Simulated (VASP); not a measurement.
# Pt (I4/mmm) in VASP: notebook, part 2 of 2

VASP 6.6.1.

**4. Single point, PBE (strain -0.025 along x and y, +0.050 along z)**

Input file INCAR:

```
ALGO = Fast ; EDIFF = 1E-6
ENCUT = 520 ; GGA = PE
ISIF = 2 ; ISMEAR = 0
LASPH = T ; LCHARG = F
LREAL = F ; LWAVE = F
NBANDS = 11 ; NELM = 60
PREC = Accurate ; SIGMA = 0.15
```

Input file KPOINTS:

```
k-points
0
Gamma
  26 26 26
```

Input file POSCAR:

```
Pt
1.0
    0.0000000000      1.9354286780      2.0843078071
    1.9354286780      0.0000000000      2.0843078071
    1.9354286780      1.9354286780      0.0000000000
Pt
1
Direct
    0.0000000000      0.0000000000      0.0000000000
```

Potentials or basis: VASP PAW PBE potentials, release 64 (Pt).

Run with:

```
$ cat potpaw_PBE.64/Pt/POTCAR > POTCAR
$ mpirun -np 1 vasp_std > vasp.out
```

OUTCAR:

```text
EDIFF = 1E-6
   ENCUT = 520
   GGA = PE
   ISIF = 2
   ISMEAR = 0
   LASPH = T
   LREAL = F
   NELM = 60
   PREC = Accurate

 ion  position               nearest neighbor table
   1  0.000  0.000  0.000-

  LATTYP: Found a body centered tetragonal cell.
 ALAT       =     2.7371094854
 C/A-ratio  =     1.5229992210

  Lattice vectors:

 A1 = (  -1.9354286780,   0.0000000000,   2.0843078071)
 A2 = (   1.9354286780,   0.0000000000,   2.0843078071)
 A3 = (   0.0000000000,   1.9354286780,  -2.0843078071)

Analysis of symmetry for initial positions (statically):
=====================================================================
 Subroutine PRICEL returns:
 Original cell was already a primitive cell.

 Routine SETGRP: Setting up the symmetry group for a
 body centered tetragonal supercell.

 Subroutine GETGRP returns: Found 16 space group operations
 (whereof 16 operations were pure point group operations)
 out of a pool of 16 trial point group operations.

The static configuration has the point symmetry D_4h.

Analysis of symmetry for dynamics (positions and initial velocities):
=====================================================================
 Subroutine PRICEL returns:
 Original cell was already a primitive cell.

 Routine SETGRP: Setting up the symmetry group for a
 body centered tetragonal supercell.

 Subroutine GETGRP returns: Found 16 space group operations
 (whereof 16 operations were pure point group operations)
 out of a pool of 16 trial point group operations.

The dynamic configuration has the point symmetry D_4h.

 Subroutine INISYM returns: Found 16 space group operations
 (whereof 16 operations are pure point group operations),
 and found     1 'primitive' translations

----------------------------------------------------------------------------------------

                                     Primitive cell

  volume of cell :      15.6152

  direct lattice vectors                    reciprocal lattice vectors
     0.000000000  1.935428678  2.084307807    -0.258340700  0.258340700  0.239887793
     1.935428678  0.000000000  2.084307807     0.258340700 -0.258340700  0.239887793
     1.935428678  1.935428678  0.000000000     0.258340700  0.258340700 -0.239887793

  length of vectors
     2.844331767  2.844331767  2.737109485     0.437065199  0.437065199  0.437065199

  position of ions in fractional coordinates (direct lattice)
     0.000000000  0.000000000  0.000000000

  ion indices of the primitive-cell ions
   primitive index   ion index
                 1           1

----------------------------------------------------------------------------------------

 KPOINTS: k-points

Automatic generation of k-mesh.
 Grid dimensions read from file:
 generate k-points for:   26   26   26

 Generating k-lattice:

  Cartesian coordinates                     Fractional coordinates (reciprocal lattice)
    -0.009936181  0.009936181  0.009226454     0.038461538  0.000000000  0.000000000
     0.009936181 -0.009936181  0.009226454     0.000000000  0.038461538  0.000000000
     0.009936181  0.009936181 -0.009226454    -0.000000000 -0.000000000  0.038461538

  Length of vectors
     0.016810200  0.016810200  0.016810200

  Shift w.r.t. Gamma in fractional coordinates (k-lattice)
     0.000000000  0.000000000  0.000000000

 Subroutine IBZKPT returns following result:
 ===========================================

 Found   1330 irreducible k-points:

 Following reciprocal coordinates:
            Coordinates               Weight
  0.000000  0.000000  0.000000      1.000000
  0.038462 -0.000000  0.000000      8.000000
  0.076923 -0.000000  0.000000      8.000000
  0.115385  0.000000  0.000000      8.000000
  0.153846  0.000000  0.000000      8.000000
  0.192308  0.000000  0.000000      8.000000
[... 16 lines left out ...]
  0.346154  0.038462  0.000000      8.000000
  0.384615  0.038462  0.000000      8.000000
 [... further k-points ...]
   k-points           NKPTS =   1330   k-points in BZ     NKDIM =   1330   number of bands    NBANDS=     11
   number of dos      NEDOS =    301   number of ions     NIONS =      1
   total plane-waves  NPLWV =  11520
   dimension x,y,z NGX =    24 NGY =   24 NGZ =   20
   dimension x,y,z NGXF=    48 NGYF=   48 NGZF=   40
   ions per type =               1
   NGX,Y,Z   is equivalent  to a cutoff of  14.03, 14.03, 12.15 a.u.
   NGXF,Y,Z  is equivalent  to a cutoff of  28.06, 28.06, 24.30 a.u.
 SYSTEM =  unknown system
   PREC   = accura    normal or accurate (medium, high low for compatibility)
   ISTART =      0    job   : 0-new  1-cont  2-samecut
   ICHARG =      2    charge: 1-file 2-atom 10-const
   ISPIN  =      1    spin polarized calculation?
   LNONCOLLINEAR =      F non collinear calculations
   LSORBIT =      F    spin-orbit coupling
   LASPH  =      T    aspherical Exc in radial PAW
   ENCUT  =  520.0 eV  38.22 Ry    6.18 a.u.   5.29  5.29  5.09*2*pi/ulx,y,z
   NELM   =     60;   NELMIN=  2; NELMDL= -5     # of ELM steps
   EDIFF  = 0.1E-05   stopping-criterion for ELM
   LREAL  =      F    real-space projection
   EDIFFG = 0.1E-04   stopping-criterion for IOM
   NSW    =      0    number of steps for IOM
   IBRION =     -1    ionic relax: 0-MD 1-quasi-New 2-CG
   NFREE  =      0    steps in history (QN), initial steepest desc. (CG)
   ISIF   =      2    stress and relaxation
   ISYM   =      2    0-nonsym 1-usesym 2-fastsym
   POTIM  = 0.5000    time-step for ionic-motion
   TEBEG  =    0.0;   TEEND  =   0.0 temperature during run
   PSTRESS=    0.0 pullay stress
   NELECT =      10.0000    total number of electrons
   NUPDOWN=      -1.0000    fix difference up-down
   EMIN   =  10.00;   EMAX   =-10.00  energy-range for DOS
   EFERMI =   0.00;   METHOD = LEGACY
   ISMEAR =     0;   SIGMA  =   0.15  broadening in eV -4-tet -1-fermi 0-gaus
   EFERMI_NEDOS =   21; number of points for ismear=-14 and -15
   IALGO  =     68    algorithm
   IMIX   =      4    mixing-type and parameters
     AMIX     =   0.40;   BMIX     =  1.00
     AMIX_MAG =   1.60;   BMIX_MAG =  1.00
  volume/ion in A,a.u.               =      15.62       105.38
  Fermi-wavevector in a.u.,A,eV,Ry     =   1.411105  2.666602 27.092169  1.991218
  Thomas-Fermi vector in A             =   2.532991
   LORBIT       =      0    0 simple, 1 ext, 2 COOP (PROOUT), +10 PAW based schemes
   GGA     = PE    functional components
   LHFCALC =     F    Hartree Fock is set to
   AEXX    =    0.0000 exact exchange contribution
   IVDW    =     0    specifies the selected vdW correction
   LEPSILON=     F    determine dielectric tensor
   LRPA    =     F    only Hartree local field effects (RPA)
 non-spin polarized calculation
 RMM-DIIS sequential band-by-band and
 Gauss-broadening in eV      SIGMA  =   0.15
  energy-cutoff  :      520.00
  volume of cell :       15.62
 maximum number of plane-waves:       432
 NGX is ok and might be reduce to    24
   NGX = 11   NGY = 11   NGZ = 11

 number of electron      10.0000000 magnetization

 Free energy of the ion-electron system (eV)
  ---------------------------------------------------
  ext. energy  EPLUGINS =         0.00000000
  ---------------------------------------------------
  free energy    TOTEN  =        -6.09046691 eV

  energy without entropy =       -6.06818397  energy(sigma->0) =       -6.07932544

 E-fermi :  10.5834     XC(G=0): -13.2801

 val. band max:       10.5834007191   @ k =   0.3846   0.0769   0.1923
 cond. band min:      10.5836091161   @ k =   0.5000   0.4615   0.0385
 fundamental gap:      0.0002083970
 Fermi energy:        10.5834165785

 k-point     1 :       0.0000    0.0000    0.0000
  band No.  band energies     occupation
      1       0.7800      2.00000
      2       6.4766      2.00000
      3       7.3476      2.00000
      4       7.3476      2.00000
      5       8.5328      2.00000
      6       9.5366      2.00000
      7      25.4290      0.00000
      8      28.9762      0.00000
      9      30.7042      0.00000
     10      30.7042      0.00000
     11      35.4443      0.00000
[... 309 lines left out ...]
 k-point    24 :       0.3846    0.0385    0.0000
  band No.  band energies     occupation
      1       3.6207      2.00000
      2       6.6812      2.00000
      3       7.5995      2.00000
      4       8.0819      2.00000
      5      10.1603      1.99993
      6      10.1653      1.99992
      7      19.3654      0.00000
      8      25.4942      0.00000
      9      30.5544      0.00000
     10      30.8472      0.00000
     11      35.8679      0.00000

 [... further k-points ...]

------------------------ aborting loop because EDIFF is reached ----------------------------------------

  FORCE on cell =-STRESS in cart. coord.  units (eV):
  Direction    XX          YY          ZZ          XY          YZ          ZX
  --------------------------------------------------------------------------------------
  -------------------------------------------------------------------------------------
  Total        0.3321412      0.3321412     -0.4555902      0.0000000     -0.0000000      0.0000000
  in kB       34.0790251     34.0790251    -46.7453915      0.0000000     -0.0000000      0.0000000
  external PRESSURE =       7.1375529 kB  Pullay stress =       0.0000000 kB

 VOLUME and BASIS-vectors are now :
 -----------------------------------------------------------------------------
  energy-cutoff  :      520.00
  volume of cell :       15.62
      direct lattice vectors                 reciprocal lattice vectors
     0.000000000  1.935428678  2.084307807    -0.258340700  0.258340700  0.239887793
     1.935428678  0.000000000  2.084307807     0.258340700 -0.258340700  0.239887793
     1.935428678  1.935428678  0.000000000     0.258340700  0.258340700 -0.239887793

 POSITION                                       TOTAL-FORCE (eV/Angst)
 -----------------------------------------------------------------------------------
      0.00000      0.00000      0.00000         0.000000      0.000000      0.000000
 -----------------------------------------------------------------------------------
    total drift:                                0.000000      0.000000     -0.000000

  FREE ENERGIE OF THE ION-ELECTRON SYSTEM (eV)
  ---------------------------------------------------
  free  energy   TOTEN  =        -6.0904669054 eV

  energy  without entropy=       -6.0681839672  energy(sigma->0) =       -6.07932544
```

OSZICAR:

```text
N       E                     dE             d eps       ncg     rms          rms(c)
DAV:   1     0.396086722744E+02    0.39609E+02   -0.53270E+03 30007   0.842E+02
DAV:   2    -0.585195733500E+01   -0.45461E+02   -0.43406E+02 33400   0.175E+02
DAV:   3    -0.646447491547E+01   -0.61252E+00   -0.60789E+00 34204   0.193E+01
DAV:   4    -0.646692996292E+01   -0.24550E-02   -0.24548E-02 33592   0.145E+00
DAV:   5    -0.646695027541E+01   -0.20312E-04   -0.20312E-04 34257   0.122E-01    0.117E+01
RMM:   6    -0.612760013390E+01    0.33935E+00   -0.35276E-01 29387   0.506E+00    0.618E+00
RMM:   7    -0.609351342654E+01    0.34087E-01   -0.65633E-02 30890   0.236E+00    0.246E+00
RMM:   8    -0.609075098941E+01    0.27624E-02   -0.76710E-03 30975   0.759E-01    0.577E-01
RMM:   9    -0.609044984603E+01    0.30114E-03   -0.87457E-04 33245   0.257E-01    0.509E-02
RMM:  10    -0.609046484691E+01   -0.15001E-04   -0.12821E-04 34499   0.862E-02    0.509E-02
RMM:  11    -0.609046676621E+01   -0.19193E-05   -0.16793E-05 33639   0.277E-02    0.727E-03
RMM:  12    -0.609046690540E+01   -0.13919E-06   -0.38944E-06 27560   0.136E-02
   1 F= -.60904669E+01 E0= -.60793254E+01  d E =-.222829E-01
```

stdout:

```text
POSCAR found type information on POSCAR Pt
 POSCAR found :  1 types and       1 ions
 scaLAPACK will be used
 LDA part: xc-table for (Slater+PW92), standard interpolation
 POSCAR, INCAR and KPOINTS ok, starting setup
 FFT: planning ... GRIDC
 FFT: planning ... GRID_SOFT
 FFT: planning ... GRID
 WAVECAR not read
 entering main loop
```

Run time: 99 s. Hardware: 1 thread of Intel Xeon 6975P-C, shared host; peak memory 0.34 GiB.

What came out:

- Free energy: -6.0905 eV
- Pressure: 0.7 GPa
- Band gap on the k mesh: zero (band 5 reaches 11.45 eV, above the bottom of band 6 at 9.02 eV)

Levels at points of the mesh, in eV from the Fermi level:
```csv
k point,band 2,band 3,band 4,band 5,band 6,band 7,band 8,band 9
"(0.00, 0.00, 0.00)",-4.11,-3.24,-3.24,-2.05,-1.05,14.85,18.39,20.12
"(0.50, 0.00, 0.00)",-4.00,-3.20,-0.29,-0.12,0.23,5.65,14.13,18.28
"(0.50, 0.50, 0.00)",-6.26,0.09,0.43,0.43,1.00,7.32,12.22,12.22
"(0.50, 0.00, 0.50)",-6.19,-0.06,0.11,0.86,2.36,9.20,10.72,11.12
```

Caveat: the cell differs from its parent crystal (strain -0.025 along x and y, +0.050 along z); spin-orbit coupling is left out, which moves the levels of the heavy elements.

**5. Single point, PBE (strain +0.000 along x and y, +0.025 along z)**

Input file INCAR:

```
SYSTEM = Pt
ALGO     = Fast           ! electronic algorithm
EDIFF    = 1E-6           ! SCF threshold, eV
ENCUT    = 520            ! plane-wave cutoff, eV
GGA      = PE             ! functional
ISIF     = 2              ! what is computed and relaxed
ISMEAR   = 0              ! smearing method
LASPH    = .TRUE.         ! aspherical terms in the spheres
LCHARG   = .FALSE.        ! write CHGCAR
LREAL    = .FALSE.        ! projectors in reciprocal space
LWAVE    = .FALSE.        ! write WAVECAR
NBANDS   = 11             ! bands
NELM     = 80             ! most SCF steps
PREC     = Accurate       ! precision mode
SIGMA    = 0.15           ! smearing width, eV
```

Input file KPOINTS:

```
k-points
0
G
  26 26 26
  0 0 0
```

Input file POSCAR:

```
Pt
1.0
    0.0000000000      1.9850550544      2.0346814308
    1.9850550544      0.0000000000      2.0346814308
    1.9850550544      1.9850550544      0.0000000000
Pt
1
Direct
    0.0000000000      0.0000000000      0.0000000000
```

Run with:

```
$ cat potpaw_PBE.64/Pt/POTCAR > POTCAR
$ mpirun -np 1 vasp_std > vasp.out
```

It took 2.2 min on 1 thread of Intel Xeon 6975P-C, shared host; peak memory 0.35 GiB.

The run converged. Its results:

```
Free energy            : -6.0995 eV
Pressure               : -6.0 GPa
Band gap on the k mesh : zero (band 5 reaches 10.67 eV, above the bottom of band 6 at 8.56 eV)
```

Stress tensor (GPa, compression positive):
```
-5.32  0.00  0.00
 0.00 -5.32  0.00
 0.00  0.00 -7.46
```

Levels at points of the mesh, in eV from the Fermi level:
```tsv
k point	band 1	band 2	band 3	band 4	band 5	band 6	band 7	band 8	band 9	band 10
(0.00, 0.00, 0.00)	-9.54	-3.60	-3.33	-3.33	-1.63	-1.32	14.81	19.05	19.61	19.61
(0.50, 0.00, 0.00)	-6.70	-3.60	-3.34	-0.21	-0.03	0.09	5.40	14.33	18.34	18.81
(0.50, 0.50, 0.00)	-6.45	-6.00	0.01	0.42	0.42	1.61	7.84	11.50	11.50	19.65
(0.50, 0.00, 0.50)	-6.40	-5.99	-0.01	0.33	0.55	2.06	8.45	11.00	11.13	19.31
```

Caveat: the cell differs from its parent crystal (strain +0.000 along x and y, +0.025 along z); spin-orbit coupling is left out, which moves the levels of the heavy elements.

**6. Summary**

```csv
cell,gap on the mesh (eV),pressure (GPa)
"a = 2.772, b = 2.772, c = 2.807 Å, angles 59.6, 59.6, 60.8°, 1 atom",none,6.3
"a = 2.808, b = 2.808, c = 2.737 Å, angles 60.8, 60.8, 58.3°, 1 atom",none,6.8
"a = 2.844, b = 2.844, c = 2.737 Å, angles 61.2, 61.2, 57.5°, 1 atom",none,0.7
"a = 2.843, b = 2.843, c = 2.807 Å, angles 60.4, 60.4, 59.2°, 1 atom",none,-6.0
```

Alike in all rows: task single point; level PBE; potentials or basis VASP PAW PBE potentials, release 64 (Pt); no spin polarisation; k mesh 26 × 26 × 26; cutoff (eV) 520; smearing gaussian 0.15 eV.

Caveats: spin-orbit coupling is left out, which moves the levels of the heavy elements.

Absolute energies hang on the potentials; compare differences alone.
